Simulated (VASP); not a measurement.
# HfB (P6_3/mmc) in VASP: further runs

HfB is run at these levels: PBE; tasks: single point.

Program: VASP 6.6.1. These are calculated values, not measurements. Logs are shortened: lines on timing, memory, paths and dates and some standing lists are left out, and cuts for length are marked.

## 1. The cell of the first run

Symmetry: P6_3/mmc, No. 194, hexagonal system. Conventional cell: a = 4.075 Å, b = 4.075 Å, c = 4.743 Å, α = 90.00°, β = 90.00°, γ = 120.00°. Hf (site symmetry -6m2) has 5 B at 2.35 to 2.37 Å within 3.1 Å. Within 3.1 Å of B (site symmetry -6m2) lie 5 Hf at 2.35 to 2.37 Å.

## 2. Single point, PBE

Contents of INCAR:

```
SYSTEM = HfB
PREC = Accurate
ENCUT = 520
EDIFF = 1E-7
ISMEAR = -1
SIGMA = 0.1
LREAL = .FALSE.
LASPH = .TRUE.
NELM = 60
ALGO = Normal
ISIF = 2
LWAVE = .FALSE.
LCHARG = .TRUE.
GGA = PE
LELF = .TRUE.
LVHAR = .TRUE.
NBANDS = 21
```

Contents of KPOINTS:

```
Automatic mesh
0
G
  6 6 5
  0 0 0
```

Contents of POSCAR:

```
HfB
1.0
    4.0753600184      0.0000000000      0.0000000000
   -2.0376800092      3.5293653055      0.0000000000
    0.0000000000      0.0000000000      4.7429518761
Hf B
2 2
Direct
    0.3333333333      0.6666666667     -0.0624976165
    0.6666666667      0.3333333333      0.4375023835
    0.3333333333      0.6666666667      0.4374976165
    0.6666666667      0.3333333333      0.9374976165
```

Potentials or basis: VASP PAW PBE potentials, release 64 (Hf_pv, B).

The run is started by

```sh
$ cat potpaw_PBE.64/Hf_pv/POTCAR potpaw_PBE.64/B/POTCAR > POTCAR
$ mpirun -np 1 vasp_std > vasp.out
```

OUTCAR:

```text
SYSTEM = HfB
   PREC = Accurate
   ENCUT = 520
   EDIFF = 1E-7
   ISMEAR = -1
   LREAL = .FALSE.
   LASPH = .TRUE.
   NELM = 60
   ISIF = 2
   GGA = PE

 ion  position               nearest neighbor table
   1  0.333  0.667  0.938-   4 2.35   4 2.35   4 2.35   3 2.37   3 2.37   2 3.34   2 3.34   2 3.34
                             2 3.34   2 3.34   2 3.34
   2  0.667  0.333  0.438-   3 2.35   3 2.35   3 2.35   4 2.37   4 2.37   1 3.34   1 3.34   1 3.34
                             1 3.34   1 3.34   1 3.34
   3  0.333  0.667  0.437-   2 2.35   2 2.35   2 2.35   1 2.37   1 2.37
   4  0.667  0.333  0.937-   1 2.35   1 2.35   1 2.35   2 2.37   2 2.37

  LATTYP: Found a hexagonal cell.
 ALAT       =     4.0753600184
 C/A-ratio  =     1.1638117503

  Lattice vectors:

 A1 = (   4.0753600184,   0.0000000000,   0.0000000000)
 A2 = (  -2.0376800092,   3.5293653055,   0.0000000000)
 A3 = (   0.0000000000,   0.0000000000,   4.7429518761)

Analysis of symmetry for initial positions (statically):
=====================================================================
 Subroutine PRICEL returns:
 Original cell was already a primitive cell.

 Routine SETGRP: Setting up the symmetry group for a
 hexagonal supercell.

 Subroutine GETGRP returns: Found 24 space group operations
 (whereof  6 operations were pure point group operations)
 out of a pool of 24 trial point group operations.

The static configuration has the point symmetry C_3v.
 The point group associated with its full space group is D_6h.

Analysis of symmetry for dynamics (positions and initial velocities):
=====================================================================
 Subroutine PRICEL returns:
 Original cell was already a primitive cell.

 Routine SETGRP: Setting up the symmetry group for a
 hexagonal supercell.

 Subroutine GETGRP returns: Found 24 space group operations
 (whereof  6 operations were pure point group operations)
 out of a pool of 24 trial point group operations.

The dynamic configuration has the point symmetry C_3v.
 The point group associated with its full space group is D_6h.

 Subroutine INISYM returns: Found 24 space group operations
 (whereof  6 operations are pure point group operations),
 and found     1 'primitive' translations

----------------------------------------------------------------------------------------

                                     Primitive cell

  volume of cell :      68.2199

  direct lattice vectors                    reciprocal lattice vectors
     4.075360018  0.000000000  0.000000000     0.245377094  0.141668532  0.000000000
    -2.037680009  3.529365305  0.000000000     0.000000000  0.283337063  0.000000000
     0.000000000  0.000000000  4.742951876     0.000000000  0.000000000  0.210839162

  length of vectors
     4.075360018  4.075360018  4.742951876     0.283337063  0.283337063  0.210839162

  position of ions in fractional coordinates (direct lattice)
     0.333333333  0.666666667  0.937502383
     0.666666667  0.333333333  0.437502383
     0.333333333  0.666666667  0.437497617
     0.666666667  0.333333333  0.937497616

  ion indices of the primitive-cell ions
   primitive index   ion index
                 1           1
                 2           2
                 3           3
                 4           4

----------------------------------------------------------------------------------------

 KPOINTS: Automatic mesh

Automatic generation of k-mesh.
 Grid dimensions read from file:
 generate k-points for:    6    6    5

 Generating k-lattice:

  Cartesian coordinates                     Fractional coordinates (reciprocal lattice)
     0.040896182  0.023611422  0.000000000     0.166666667  0.000000000  0.000000000
     0.000000000  0.047222844  0.000000000     0.000000000  0.166666667  0.000000000
     0.000000000  0.000000000  0.042167832     0.000000000  0.000000000  0.200000000

  Length of vectors
     0.047222844  0.047222844  0.042167832

  Shift w.r.t. Gamma in fractional coordinates (k-lattice)
     0.000000000  0.000000000  0.000000000

 Subroutine IBZKPT returns following result:
 ===========================================

 Found     21 irreducible k-points:

 Following reciprocal coordinates:
            Coordinates               Weight
  0.000000  0.000000  0.000000      1.000000
  0.166667  0.000000  0.000000      6.000000
  0.333333 -0.000000  0.000000      6.000000
  0.500000  0.000000  0.000000      3.000000
  0.166667  0.166667  0.000000      6.000000
  0.333333  0.166667  0.000000     12.000000
[... 13 lines left out ...]
  0.333333  0.166667  0.400000     24.000000
  0.333333  0.333333  0.400000      4.000000
   k-points           NKPTS =     21   k-points in BZ     NKDIM =     21   number of bands    NBANDS=     21
   number of dos      NEDOS =    301   number of ions     NIONS =      4
   total plane-waves  NPLWV =  32400
   dimension x,y,z NGX =    30 NGY =   30 NGZ =   36
   dimension x,y,z NGXF=    60 NGYF=   60 NGZF=   72
   ions per type =               2   2
   NGX,Y,Z   is equivalent  to a cutoff of  12.24, 12.24, 12.62 a.u.
   NGXF,Y,Z  is equivalent  to a cutoff of  24.48, 24.48, 25.24 a.u.
 SYSTEM =  HfB
   PREC   = accura    normal or accurate (medium, high low for compatibility)
   ISTART =      0    job   : 0-new  1-cont  2-samecut
   ICHARG =      2    charge: 1-file 2-atom 10-const
   ISPIN  =      1    spin polarized calculation?
   LNONCOLLINEAR =      F non collinear calculations
   LSORBIT =      F    spin-orbit coupling
   LASPH  =      T    aspherical Exc in radial PAW
   ENCUT  =  520.0 eV  38.22 Ry    6.18 a.u.   7.58  7.58  8.82*2*pi/ulx,y,z
   NELM   =     60;   NELMIN=  2; NELMDL= -5     # of ELM steps
   EDIFF  = 0.1E-06   stopping-criterion for ELM
   LREAL  =      F    real-space projection
   EDIFFG = 0.1E-05   stopping-criterion for IOM
   NSW    =      0    number of steps for IOM
   IBRION =     -1    ionic relax: 0-MD 1-quasi-New 2-CG
   NFREE  =      0    steps in history (QN), initial steepest desc. (CG)
   ISIF   =      2    stress and relaxation
   ISYM   =      2    0-nonsym 1-usesym 2-fastsym
   POTIM  = 0.5000    time-step for ionic-motion
   TEBEG  =    0.0;   TEEND  =   0.0 temperature during run
   PSTRESS=    0.0 pullay stress
   NELECT =      26.0000    total number of electrons
   NUPDOWN=      -1.0000    fix difference up-down
   EMIN   =  10.00;   EMAX   =-10.00  energy-range for DOS
   EFERMI =   0.00;   METHOD = LEGACY
   ISMEAR =    -1;   SIGMA  =   0.10  broadening in eV -4-tet -1-fermi 0-gaus
   EFERMI_NEDOS =   21; number of points for ismear=-14 and -15
   IALGO  =     38    algorithm
   IMIX   =      4    mixing-type and parameters
     AMIX     =   0.40;   BMIX     =  1.00
     AMIX_MAG =   1.60;   BMIX_MAG =  1.00
  volume/ion in A,a.u.               =      17.05       115.09
  Fermi-wavevector in a.u.,A,eV,Ry     =   1.186940  2.242992 19.168256  1.408827
  Thomas-Fermi vector in A             =   2.323102
   LORBIT       =      0    0 simple, 1 ext, 2 COOP (PROOUT), +10 PAW based schemes
   GGA     = PE    functional components
[... 5 lines left out ...]
 non-spin polarized calculation
  energy-cutoff  :      520.00
  volume of cell :       68.22
 maximum number of plane-waves:      1848
   NGX = 15   NGY = 15   NGZ = 17

 number of electron      26.0000002 magnetization

 Free energy of the ion-electron system (eV)
  ---------------------------------------------------
  ext. energy  EPLUGINS =         0.00000000
  ---------------------------------------------------
  free energy    TOTEN  =       -32.69996147 eV

  energy without entropy =      -32.54661120  energy(sigma->0) =      -32.62328633

 E-fermi :   2.8102     XC(G=0): -10.5643

 val. band max:        2.7892599320   @ k =   0.3333   0.1667   0.2000
 cond. band min:       2.8219749968   @ k =   0.3333   0.1667   0.0000
 fundamental gap:      0.0327150647
 Fermi energy:         2.8101928408

 k-point     1 :       0.0000    0.0000    0.0000
  band No.  band energies     occupation
      1     -26.8272      2.00000
      2     -26.7676      2.00000
      3     -26.7676      2.00000
      4     -26.6223      2.00000
      5     -26.6223      2.00000
      6     -26.4525      2.00000
[... 13 lines left out ...]
     20       9.7864      0.00000
     21      10.2061      0.00000

 k-point     2 :       0.1667    0.0000    0.0000
  band No.  band energies     occupation
      1     -26.8043      2.00000
      2     -26.7783      2.00000
      3     -26.7758      2.00000
      4     -26.6416      2.00000
      5     -26.6191      2.00000
      6     -26.4739      2.00000
[... 13 lines left out ...]
     20       9.4553      0.00000
     21      10.0653      0.00000

 k-point     3 :       0.3333   -0.0000    0.0000
  band No.  band energies     occupation
      1     -26.7980      2.00000
      2     -26.7918      2.00000
      3     -26.7455      2.00000
      4     -26.6802      2.00000
      5     -26.6142      2.00000
      6     -26.5294      2.00000
[... 13 lines left out ...]
     20       8.8426      0.00000
     21       8.9968      0.00000
[... 385 lines left out ...]
 k-point    20 :       0.3333    0.1667    0.4000
  band No.  band energies     occupation
      1     -26.8622      2.00000
      2     -26.8355      2.00000
      3     -26.7507      2.00000
      4     -26.6878      2.00000
      5     -26.5432      2.00000
      6     -26.5096      2.00000
[... 13 lines left out ...]
     20       9.0887      0.00000
     21       9.3159      0.00000

 k-point    21 :       0.3333    0.3333    0.4000
  band No.  band energies     occupation
      1     -26.8547      2.00000
      2     -26.8547      2.00000
      3     -26.7653      2.00000
      4     -26.6968      2.00000
      5     -26.5162      2.00000
      6     -26.5162      2.00000
[... 13 lines left out ...]
     20       8.9518      0.00000
     21       9.1309      0.00000

------------------------ aborting loop because EDIFF is reached ----------------------------------------

  FORCE on cell =-STRESS in cart. coord.  units (eV):
  Direction    XX          YY          ZZ          XY          YZ          ZX
  --------------------------------------------------------------------------------------
  -------------------------------------------------------------------------------------
  Total        0.5942826      0.5942826      0.7111001      0.0000000      0.0000000     -0.0000000
  in kB       13.9570074     13.9570074     16.7005212      0.0000000      0.0000000     -0.0000000
  external PRESSURE =      14.8715120 kB  Pullay stress =       0.0000000 kB

 VOLUME and BASIS-vectors are now :
 -----------------------------------------------------------------------------
  energy-cutoff  :      520.00
  volume of cell :       68.22
      direct lattice vectors                 reciprocal lattice vectors
     4.075360018  0.000000000  0.000000000     0.245377094  0.141668532  0.000000000
    -2.037680009  3.529365305  0.000000000     0.000000000  0.283337063  0.000000000
     0.000000000  0.000000000  4.742951876     0.000000000  0.000000000  0.210839162

 POSITION                                       TOTAL-FORCE (eV/Angst)
 -----------------------------------------------------------------------------------
     -0.00000      2.35291      4.44653         0.000000     -0.000000      0.000000
      2.03768      1.17646      2.07505        -0.000000      0.000000      0.000000
     -0.00000      2.35291      2.07503         0.000000      0.000000     -0.000000
      2.03768      1.17646      4.44651        -0.000000     -0.000000      0.000000
 -----------------------------------------------------------------------------------
    total drift:                               -0.000000      0.000000      0.002257

  FREE ENERGIE OF THE ION-ELECTRON SYSTEM (eV)
  ---------------------------------------------------
  free  energy   TOTEN  =       -32.6999614693 eV

  energy  without entropy=      -32.5466111979  energy(sigma->0) =      -32.62328633
```

Run time: 38 s. Hardware: 1 thread of Intel Xeon Platinum 8488C (Sapphire Rapids), shared host; peak memory 0.19 GiB.

What came out:

| Quantity | Value |
| --- | --- |
| Free energy | -32.7000 eV |
| Pressure | 1.5 GPa |
| Band gap on the k mesh | zero (band 13 reaches 3.16 eV, above the bottom of band 14 at 2.12 eV) |

Stress tensor (GPa, compression positive):
```
1.40 0.00 0.00
0.00 1.40 0.00
0.00 0.00 1.67
```

Levels at points of the mesh, in eV from the Fermi level:
```csv
k point,band 10,band 11,band 12,band 13,band 14,band 15,band 16,band 17
"(0.00, 0.00, 0.00)",-0.91,-0.85,-0.85,-0.41,1.72,1.72,3.17,3.79
"(0.50, 0.00, 0.00)",-0.58,-0.08,-0.06,0.16,0.84,1.69,2.45,3.98
```

Caveat: spin-orbit coupling is left out, which moves the levels of the heavy elements.

## 3. Single point, PBE

This run uses another cell than the first one, of 17.31 Å³/atom, 1.015 times its volume.

Contents of INCAR:

```
SYSTEM = HfB
ALGO = Normal
EDIFF = 1E-6
ENCUT = 520
GGA = PE
ISIF = 2
ISMEAR = -1
LASPH = .True.
LCHARG = .True.
LELF = .True.
LREAL = .False.
LVHAR = .True.
LWAVE = .False.
NBANDS = 21
NELM = 60
PREC = Accurate
SIGMA = 0.1
```

Contents of KPOINTS:

```
k-points
0
Gamma
  6 6 4
  0 0 0
```

Contents of POSCAR:

```
HfB
1.0
    4.0959429939      0.0000000000      0.0000000000
   -2.0479714969      3.5471906851      0.0000000000
    0.0000000000      0.0000000000      4.7669065848
Hf B
2 2
Direct
    0.3333333333      0.6666666667     -0.0624976165
    0.6666666667      0.3333333333      0.4375023835
    0.3333333333      0.6666666667      0.4374976165
    0.6666666667      0.3333333333      0.9374976165
```

Potentials or basis: VASP PAW PBE potentials, release 64 (Hf_pv, B).

The run is started by

```sh
$ cat potpaw_PBE.64/Hf_pv/POTCAR potpaw_PBE.64/B/POTCAR > POTCAR
$ mpirun -np 1 vasp_std > vasp.out
```

Run time: 36 s. Hardware: 1 thread of Intel Xeon Platinum 8488C (Sapphire Rapids), shared host; peak memory 0.19 GiB.

Results (log left out):

```
Free energy            : -32.6852 eV
Pressure               : -0.2 GPa
Band gap on the k mesh : zero (band 13 reaches 3.08 eV, above the bottom of band 14 at 1.36 eV)
```

Stress tensor (GPa, compression positive):
```
-0.37  0.00  0.00
 0.00 -0.37  0.00
 0.00  0.00  0.05
```

Levels at points of the mesh, in eV from the Fermi level:
| k point | band 11 | band 12 | band 13 | band 14 | band 15 | band 16 |
| --- | --- | --- | --- | --- | --- | --- |
| (0.00, 0.00, 0.00) | -0.86 | -0.86 | -0.46 | 1.69 | 1.69 | 3.12 |
| (0.50, 0.00, 0.00) | -0.10 | -0.09 | 0.13 | 0.83 | 1.66 | 2.41 |
| (0.00, 0.00, 0.50) | -1.42 | -1.42 | -1.38 | -1.38 | 4.65 | 4.65 |
| (0.50, 0.00, 0.50) | -0.65 | -0.65 | -0.24 | -0.24 | 2.91 | 2.91 |

Caveat: spin-orbit coupling is left out, which moves the levels of the heavy elements.

## 4. Single point, PBE

This run uses another cell than the first one, of 17.57 Å³/atom, 1.030 times its volume.

Contents of INCAR:

```
  ALGO = Normal
  EDIFF = 1E-6
  ENCUT = 520
  GGA = PE
  ISIF = 2
  ISMEAR = -1
  LASPH = T
  LCHARG = F
  LREAL = F
  LWAVE = F
  NBANDS = 21
  NELM = 100
  PREC = Accurate
  SIGMA = 0.1
```

Contents of KPOINTS:

```
k-points
0
Gamma
  6 6 4
```

Contents of POSCAR:

```
HfB
1.0
    4.1163211551      0.0000000000      0.0000000000
   -2.0581605776      3.5648386905      0.0000000000
    0.0000000000      0.0000000000      4.7906229283
Hf B
2 2
Direct
    0.3333333333      0.6666666667     -0.0624976165
    0.6666666667      0.3333333333      0.4375023835
    0.3333333333      0.6666666667      0.4374976165
    0.6666666667      0.3333333333      0.9374976165
```

The run is started by

```sh
$ cat potpaw_PBE.64/Hf_pv/POTCAR potpaw_PBE.64/B/POTCAR > POTCAR
$ mpirun -np 1 vasp_std > vasp.out
```

Run time: 34 s. Hardware: 1 thread of Intel Xeon Platinum 8488C (Sapphire Rapids), shared host; peak memory 0.19 GiB.

Results (log left out):

```
Free energy            : -32.6781 eV
Pressure               : -2.0 GPa
Band gap on the k mesh : zero (band 13 reaches 3.01 eV, above the bottom of band 14 at 1.29 eV)
```

Stress tensor (GPa, compression positive):
```
-1.94  0.00  0.00
 0.00 -1.94  0.00
 0.00  0.00 -2.15
```

Levels at points of the mesh, in eV from the Fermi level:
| k point | band 9 | band 10 | band 11 | band 12 | band 13 | band 14 | band 15 | band 16 | band 17 | band 18 |
| --- | --- | --- | --- | --- | --- | --- | --- | --- | --- | --- |
| (0.00, 0.00, 0.00) | -0.87 | -0.87 | -0.84 | -0.84 | -0.48 | 1.68 | 1.68 | 3.09 | 3.68 | 4.81 |
| (0.50, 0.00, 0.00) | -2.36 | -0.57 | -0.11 | -0.11 | 0.11 | 0.84 | 1.65 | 2.38 | 3.88 | 4.27 |
| (0.00, 0.00, 0.50) | -1.39 | -1.39 | -1.39 | -1.39 | -1.36 | -1.36 | 4.59 | 4.59 | 4.59 | 4.59 |
| (0.50, 0.00, 0.50) | -3.11 | -3.11 | -0.64 | -0.64 | -0.24 | -0.24 | 2.87 | 2.87 | 3.95 | 3.95 |

Caveat: spin-orbit coupling is left out, which moves the levels of the heavy elements.

## 5. Single point, PBE

This run uses another cell than the first one, of 17.31 Å³/atom, 1.015 times its volume.

Contents of INCAR:

```
ALGO     = Normal         # electronic algorithm
EDIFF    = 1E-6           # SCF threshold, eV
ENCUT    = 520            # plane-wave cutoff, eV
GGA      = PE             # functional
ISIF     = 2              # what is computed and relaxed
ISMEAR   = -1             # smearing method
LASPH    = True           # aspherical terms in the spheres
LCHARG   = True           # write CHGCAR
LELF     = True           # ELF
LREAL    = False          # projectors in reciprocal space
LVHAR    = True         
LWAVE    = False          # write WAVECAR
NBANDS   = 21             # bands
NELM     = 100            # most SCF steps
PREC     = Accurate       # precision mode
SIGMA    = 0.1            # smearing width, eV
```

Contents of KPOINTS:

```
k-points
0
Gamma
  7 7 4
```

Contents of POSCAR:

```
HfB
1.0
    4.0959429939      0.0000000000      0.0000000000
   -2.0479714969      3.5471906851      0.0000000000
    0.0000000000      0.0000000000      4.7669065848
Hf B
2 2
Direct
    0.3333333333      0.6666666667     -0.0624976165
    0.6666666667      0.3333333333      0.4375023835
    0.3333333333      0.6666666667      0.4374976165
    0.6666666667      0.3333333333      0.9374976165
```

The run is started by

```sh
$ cat potpaw_PBE.64/Hf_pv/POTCAR potpaw_PBE.64/B/POTCAR > POTCAR
$ mpirun -np 1 vasp_std > vasp.out
```

Wall time 33 s (1 thread of Intel Xeon Platinum 8488C (Sapphire Rapids), shared host); peak memory 0.19 GiB.

The run converged. Its results:

```yaml
Free_energy: -32.6748 eV
Pressure: -0.1 GPa
Band_gap_on_the_k_mesh: zero (band 13 reaches 3.05 eV, above the bottom of band 14 at 1.35 eV)
```

Stress tensor (GPa, compression positive):
```
-0.14  0.00  0.00
 0.00 -0.14  0.00
 0.00  0.00  0.01
```

Levels at points of the mesh, in eV from the Fermi level:
```tsv
k point	band 10	band 11	band 12	band 13	band 14	band 15	band 16	band 17
(0.00, 0.00, 0.00)	-0.89	-0.86	-0.86	-0.46	1.69	1.69	3.12	3.72
(0.00, 0.00, 0.50)	-1.43	-1.43	-1.43	-1.38	-1.38	4.65	4.65	4.65
```

Caveat: spin-orbit coupling is left out, which moves the levels of the heavy elements.

## 6. Overview

| cell | k mesh | gap on the mesh (eV) | pressure (GPa) |
| --- | --- | --- | --- |
| a = 4.075, b = 4.075, c = 4.743 Å, angles 90.0, 90.0, 120.0°, 4 atoms | 6 × 6 × 5 | none | 1.5 |
| a = 4.096, b = 4.096, c = 4.767 Å, angles 90.0, 90.0, 120.0°, 4 atoms | 6 × 6 × 4 | none | -0.2 |
| a = 4.116, b = 4.116, c = 4.791 Å, angles 90.0, 90.0, 120.0°, 4 atoms | 6 × 6 × 4 | none | -2.0 |
| a = 4.096, b = 4.096, c = 4.767 Å, angles 90.0, 90.0, 120.0°, 4 atoms | 7 × 7 × 4 | none | -0.1 |

Alike in all rows: task single point; level PBE; potentials or basis VASP PAW PBE potentials, release 64 (Hf_pv, B); no spin polarisation; cutoff (eV) 520; smearing fermi-dirac 0.1 eV.

Caveats: spin-orbit coupling is left out, which moves the levels of the heavy elements.

Total energies depend on the potentials used, so only differences within one code and one set of settings carry meaning.
